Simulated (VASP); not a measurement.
# YMg2GaC6N6 (Fm-3m) in VASP: single point with PBE

Aim: the single point of YMg2GaC6N6 with PBE.

Program: VASP 6.6.1. These are calculated values, not measurements. Logs are shortened: lines on timing, memory, paths and dates and some standing lists are left out, and cuts for length are marked.

**1. The cell of the first run**

Symmetry: Fm-3m, No. 225, cubic system. The conventional cell has a = 10.552 Å, b = 10.552 Å, c = 10.552 Å, α = 90.00°, β = 90.00°, γ = 90.00°. Y (site symmetry m-3m) has 6 N at 2.21 Å within 2.9 Å. Mg (site symmetry -43m) has 12 N at 3.76 Å and 12 C at 3.80 Å and 4 Y at 4.57 Å and 4 Ga at 4.57 Å within 4.9 Å. Ga (site symmetry m-3m) has 6 C at 1.90 Å within 2.5 Å. Within 1.6 Å of C (site symmetry 4mm) lie 1 N at 1.17 Å. N (site symmetry 4mm) has 1 C at 1.17 Å within 1.6 Å.

**2. Single point, PBE**

The input, INCAR:

```
SYSTEM = YMg2GaC6N6
PREC     = Accurate       ! precision mode
ENCUT    = 520            ! plane-wave cutoff, eV
EDIFF    = 1E-7           ! SCF threshold, eV
ISMEAR   = 0              ! smearing method
SIGMA    = 0.1            ! smearing width, eV
LREAL    = Auto         
LASPH    = .TRUE.         ! aspherical terms in the spheres
NELM     = 100            ! most SCF steps
ALGO     = Normal         ! electronic algorithm
ISIF     = 2              ! what is computed and relaxed
LWAVE    = .FALSE.        ! write WAVECAR
LCHARG   = .FALSE.        ! write CHGCAR
GGA      = PE             ! functional
NBANDS   = 55             ! bands
```

The input, KPOINTS:

```
regular mesh
0
G
  4 4 4
  0 0 0
```

The input, POSCAR:

```
YMg2GaC6N6
1.0
    0.0000000000      5.2760000000      5.2760000000
    5.2760000000      0.0000000000      5.2760000000
    5.2760000000      5.2760000000      0.0000000000
Y Mg Ga C N
1 2 1 6 6
Direct
    0.5000000000      0.5000000000      0.5000000000
    0.2500000000      0.2500000000      0.2500000000
    0.7500000000      0.7500000000      0.7500000000
    0.0000000000      0.0000000000      0.0000000000
    0.8203184200      0.1796815800      0.1796815800
    0.1796815800      0.8203184200      0.1796815800
    0.1796815800      0.1796815800      0.8203184200
    0.1796815800      0.8203184200      0.8203184200
    0.8203184200      0.1796815800      0.8203184200
    0.8203184200      0.8203184200      0.1796815800
    0.7094389700      0.2905610300      0.2905610300
    0.2905610300      0.7094389700      0.2905610300
    0.2905610300      0.2905610300      0.7094389700
    0.2905610300      0.7094389700      0.7094389700
    0.7094389700      0.2905610300      0.7094389700
    0.7094389700      0.7094389700      0.2905610300
```

Potentials or basis: VASP PAW PBE potentials, release 64 (Y_sv, Mg, Ga_d, C, N).

Command:

```
cat potpaw_PBE.64/Y_sv/POTCAR potpaw_PBE.64/Mg/POTCAR potpaw_PBE.64/Ga_d/POTCAR potpaw_PBE.64/C/POTCAR potpaw_PBE.64/N/POTCAR > POTCAR
mpirun -np 1 vasp_std > vasp.out
```

OUTCAR:

```text
SYSTEM = YMg2GaC6N6
   PREC = Accurate
   ENCUT = 520
   EDIFF = 1E-7
   ISMEAR = 0
   LREAL = Auto
   LASPH = .TRUE.
   NELM = 100
   ISIF = 2
   GGA = PE

 ion  position               nearest neighbor table
   1  0.500  0.500  0.500-  11 2.21  12 2.21  13 2.21  14 2.21  15 2.21  16 2.21
   2  0.250  0.250  0.250-
   3  0.750  0.750  0.750-
   4  0.000  0.000  0.000-   5 1.90   6 1.90   7 1.90   8 1.90   9 1.90  10 1.90
   5  0.820  0.180  0.180-  11 1.17   4 1.90
   6  0.180  0.820  0.180-  12 1.17   4 1.90
   7  0.180  0.180  0.820-  13 1.17   4 1.90
   8  0.180  0.820  0.820-  14 1.17   4 1.90
   9  0.820  0.180  0.820-  15 1.17   4 1.90
  10  0.820  0.820  0.180-  16 1.17   4 1.90
  11  0.709  0.291  0.291-   5 1.17   1 2.21
  12  0.291  0.709  0.291-   6 1.17   1 2.21
  13  0.291  0.291  0.709-   7 1.17   1 2.21
  14  0.291  0.709  0.709-   8 1.17   1 2.21
  15  0.709  0.291  0.709-   9 1.17   1 2.21
  16  0.709  0.709  0.291-  10 1.17   1 2.21

  LATTYP: Found a face centered cubic cell.
 ALAT       =    10.5520000000

  Lattice vectors:

 A1 = (   0.0000000000,   5.2760000000,   5.2760000000)
 A2 = (   5.2760000000,   0.0000000000,   5.2760000000)
 A3 = (   5.2760000000,   5.2760000000,   0.0000000000)

Analysis of symmetry for initial positions (statically):
=====================================================================
 Subroutine PRICEL returns:
 Original cell was already a primitive cell.

 Routine SETGRP: Setting up the symmetry group for a
 face centered cubic supercell.

 Subroutine GETGRP returns: Found 48 space group operations
 (whereof 48 operations were pure point group operations)
 out of a pool of 48 trial point group operations.

The static configuration has the point symmetry O_h .

Analysis of symmetry for dynamics (positions and initial velocities):
=====================================================================
 Subroutine PRICEL returns:
 Original cell was already a primitive cell.

 Routine SETGRP: Setting up the symmetry group for a
 face centered cubic supercell.

 Subroutine GETGRP returns: Found 48 space group operations
 (whereof 48 operations were pure point group operations)
 out of a pool of 48 trial point group operations.

The dynamic configuration has the point symmetry O_h .

 Subroutine INISYM returns: Found 48 space group operations
 (whereof 48 operations are pure point group operations),
 and found     1 'primitive' translations

----------------------------------------------------------------------------------------

                                     Primitive cell

  volume of cell :     293.7273

  direct lattice vectors                    reciprocal lattice vectors
     0.000000000  5.276000000  5.276000000    -0.094768764  0.094768764  0.094768764
     5.276000000  0.000000000  5.276000000     0.094768764 -0.094768764  0.094768764
     5.276000000  5.276000000  0.000000000     0.094768764  0.094768764 -0.094768764

  length of vectors
     7.461390755  7.461390755  7.461390755     0.164144315  0.164144315  0.164144315

  position of ions in fractional coordinates (direct lattice)
     0.500000000  0.500000000  0.500000000
     0.250000000  0.250000000  0.250000000
     0.750000000  0.750000000  0.750000000
     0.000000000  0.000000000  0.000000000
     0.820318420  0.179681580  0.179681580
     0.179681580  0.820318420  0.179681580
[... 8 lines left out ...]
     0.709438970  0.290561030  0.709438970
     0.709438970  0.709438970  0.290561030

  ion indices of the primitive-cell ions
   primitive index   ion index
                 1           1
                 2           2
                 3           3
                 4           4
                 5           5
                 6           6
[... 8 lines left out ...]
                15          15
                16          16

----------------------------------------------------------------------------------------

 KPOINTS: regular mesh

Automatic generation of k-mesh.
 Grid dimensions read from file:
 generate k-points for:    4    4    4

 Generating k-lattice:

  Cartesian coordinates                     Fractional coordinates (reciprocal lattice)
    -0.023692191  0.023692191  0.023692191     0.250000000  0.000000000  0.000000000
     0.023692191 -0.023692191  0.023692191     0.000000000  0.250000000  0.000000000
     0.023692191  0.023692191 -0.023692191     0.000000000  0.000000000  0.250000000

  Length of vectors
     0.041036079  0.041036079  0.041036079

  Shift w.r.t. Gamma in fractional coordinates (k-lattice)
     0.000000000  0.000000000  0.000000000

 Subroutine IBZKPT returns following result:
 ===========================================

 Found      8 irreducible k-points:

 Following reciprocal coordinates:
            Coordinates               Weight
  0.000000  0.000000  0.000000      1.000000
  0.250000  0.000000  0.000000      8.000000
  0.500000  0.000000  0.000000      4.000000
  0.250000  0.250000  0.000000      6.000000
  0.500000  0.250000  0.000000     24.000000
 -0.250000  0.250000  0.000000     12.000000
  0.500000  0.500000  0.000000      3.000000
 -0.250000  0.500000  0.250000      6.000000
   k-points           NKPTS =      8   k-points in BZ     NKDIM =      8   number of bands    NBANDS=     55
   number of dos      NEDOS =    301   number of ions     NIONS =     16
   total plane-waves  NPLWV = 175616
   dimension x,y,z NGX =    56 NGY =   56 NGZ =   56
   dimension x,y,z NGXF=   112 NGYF=  112 NGZF=  112
   ions per type =               1   2   1   6   6
   NGX,Y,Z   is equivalent  to a cutoff of  12.48, 12.48, 12.48 a.u.
   NGXF,Y,Z  is equivalent  to a cutoff of  24.95, 24.95, 24.95 a.u.
 SYSTEM =  YMg2GaC6N6
   PREC   = accura    normal or accurate (medium, high low for compatibility)
   ISTART =      0    job   : 0-new  1-cont  2-samecut
   ICHARG =      2    charge: 1-file 2-atom 10-const
   ISPIN  =      1    spin polarized calculation?
   LNONCOLLINEAR =      F non collinear calculations
   LSORBIT =      F    spin-orbit coupling
   LASPH  =      T    aspherical Exc in radial PAW
   ENCUT  =  520.0 eV  38.22 Ry    6.18 a.u.  13.87 13.87 13.87*2*pi/ulx,y,z
   NELM   =    100;   NELMIN=  2; NELMDL= -5     # of ELM steps
   EDIFF  = 0.1E-06   stopping-criterion for ELM
   LREAL  =      T    real-space projection
   EDIFFG = 0.1E-05   stopping-criterion for IOM
   NSW    =      0    number of steps for IOM
   IBRION =     -1    ionic relax: 0-MD 1-quasi-New 2-CG
   NFREE  =      0    steps in history (QN), initial steepest desc. (CG)
   ISIF   =      2    stress and relaxation
   ISYM   =      2    0-nonsym 1-usesym 2-fastsym
   POTIM  = 0.5000    time-step for ionic-motion
   TEBEG  =    0.0;   TEEND  =   0.0 temperature during run
   PSTRESS=    0.0 pullay stress
   NELECT =      82.0000    total number of electrons
   NUPDOWN=      -1.0000    fix difference up-down
   EMIN   =  10.00;   EMAX   =-10.00  energy-range for DOS
   EFERMI =   0.00;   METHOD = LEGACY
   ISMEAR =     0;   SIGMA  =   0.10  broadening in eV -4-tet -1-fermi 0-gaus
   EFERMI_NEDOS =   21; number of points for ismear=-14 and -15
   IALGO  =     38    algorithm
   IMIX   =      4    mixing-type and parameters
     AMIX     =   0.40;   BMIX     =  1.00
     AMIX_MAG =   1.60;   BMIX_MAG =  1.00
  volume/ion in A,a.u.               =      18.36       123.89
  Fermi-wavevector in a.u.,A,eV,Ry     =   1.069953  2.021918 15.575939  1.144799
  Thomas-Fermi vector in A             =   2.205648
   LORBIT       =      0    0 simple, 1 ext, 2 COOP (PROOUT), +10 PAW based schemes
   GGA     = PE    functional components
   LHFCALC =     F    Hartree Fock is set to
   AEXX    =    0.0000 exact exchange contribution
   IVDW    =     0    specifies the selected vdW correction
   LEPSILON=     F    determine dielectric tensor
   LRPA    =     F    only Hartree local field effects (RPA)
 non-spin polarized calculation
 Gauss-broadening in eV      SIGMA  =   0.10
  energy-cutoff  :      520.00
  volume of cell :      293.73
 maximum number of plane-waves:      7954
   NGX = 27   NGY = 27   NGZ = 27

 number of electron      81.9999994 magnetization

 Free energy of the ion-electron system (eV)
  ---------------------------------------------------
  ext. energy  EPLUGINS =         0.00000000
  ---------------------------------------------------
  free energy    TOTEN  =      -109.98395845 eV

  energy without entropy =     -109.96113570  energy(sigma->0) =     -109.97254708

 E-fermi :   1.6294     XC(G=0):  -8.0468

 val. band max:        1.6271980412   @ k =   0.0000   0.0000   0.0000
 cond. band min:       1.6645190561   @ k =   0.2500   0.2500   0.0000
 fundamental gap:      0.0373210149
 Fermi energy:         1.6293721098

 k-point     1 :       0.0000    0.0000    0.0000
  band No.  band energies     occupation
      1     -40.8363      2.00000
      2     -21.2300      2.00000
      3     -21.2300      2.00000
      4     -21.2300      2.00000
      5     -17.8719      2.00000
      6     -17.6274      2.00000
[... 45 lines left out ...]
     52       5.1942      0.00000
     53       5.1942      0.00000

 k-point     2 :       0.2500    0.0000    0.0000
  band No.  band energies     occupation
      1     -40.8363      2.00000
      2     -21.2308      2.00000
      3     -21.2299      2.00000
      4     -21.2299      2.00000
      5     -17.8240      2.00000
      6     -17.6481      2.00000
[... 45 lines left out ...]
     52       5.2576      0.00000
     53       5.2576      0.00000
[... 278 lines left out ...]
     52       4.5502      0.00000
     53       4.9738      0.00000

 k-point     8 :      -0.2500    0.5000    0.2500
  band No.  band energies     occupation
      1     -40.8363      2.00000
      2     -21.2303      2.00000
      3     -21.2303      2.00000
      4     -21.2303      2.00000
      5     -17.7711      2.00000
      6     -17.7168      2.00000
[... 45 lines left out ...]
     52       4.6735      0.00000
     53       4.6785      0.00000
 [bands above 53 left out]

------------------------ aborting loop because EDIFF is reached ----------------------------------------

  FORCE on cell =-STRESS in cart. coord.  units (eV):
  Direction    XX          YY          ZZ          XY          YZ          ZX
  --------------------------------------------------------------------------------------
  -------------------------------------------------------------------------------------
  Total       27.4169251     27.4169251     27.4169251      0.0000000      0.0000000     -0.0000000
  in kB      149.5495025    149.5495025    149.5495025      0.0000000      0.0000000     -0.0000000
  external PRESSURE =     149.5495025 kB  Pullay stress =       0.0000000 kB

 VOLUME and BASIS-vectors are now :
 -----------------------------------------------------------------------------
  energy-cutoff  :      520.00
  volume of cell :      293.73
      direct lattice vectors                 reciprocal lattice vectors
     0.000000000  5.276000000  5.276000000    -0.094768764  0.094768764  0.094768764
     5.276000000  0.000000000  5.276000000     0.094768764 -0.094768764  0.094768764
     5.276000000  5.276000000  0.000000000     0.094768764  0.094768764 -0.094768764

 POSITION                                       TOTAL-FORCE (eV/Angst)
 -----------------------------------------------------------------------------------
      5.27600      5.27600      5.27600         0.000000      0.000000      0.000000
      2.63800      2.63800      2.63800         0.000000     -0.000000      0.000000
      7.91400      7.91400      7.91400         0.000000      0.000000      0.000000
      0.00000      0.00000      0.00000        -0.000000      0.000000      0.000000
      1.89600      5.27600      5.27600         3.607890      0.000000      0.000000
      5.27600      1.89600      5.27600         0.000000      3.607890      0.000000
[... 8 lines left out ...]
      5.27600      7.48600      5.27600         0.000000      1.388380      0.000000
      5.27600      5.27600      7.48600         0.000000      0.000000      1.388380
 -----------------------------------------------------------------------------------
    total drift:                                0.000000      0.000000      0.000000

  FREE ENERGIE OF THE ION-ELECTRON SYSTEM (eV)
  ---------------------------------------------------
  free  energy   TOTEN  =      -109.9839584531 eV

  energy  without entropy=     -109.9611357035  energy(sigma->0) =     -109.97254708
```

It took 4 min on 1 thread of Intel Xeon Platinum 8375C at 2.90GHz (Ice Lake), shared host; peak memory 0.49 GiB.

What came out:

| Quantity | Value |
| --- | --- |
| Free energy | -109.9840 eV |
| Pressure | 15.0 GPa |
| Largest force | 3.608 eV/Å |

Forces in eV/Å, atoms in the order of the input:
```
Y    0.000  0.000  0.000
Mg   0.000  0.000  0.000
Mg   0.000  0.000  0.000
Ga   0.000  0.000  0.000
C    3.608  0.000  0.000
C    0.000  3.608  0.000
C    0.000  0.000  3.608
C   -3.608  0.000  0.000
C    0.000 -3.608  0.000
C    0.000  0.000 -3.608
N   -1.388  0.000  0.000
N    0.000 -1.388  0.000
N    0.000  0.000 -1.388
N    1.388  0.000  0.000
N    0.000  1.388  0.000
N    0.000  0.000  1.388
```

Caveat: forces of over 1 eV/Å act on the atoms, so gaps and moduli don't describe the material at rest.
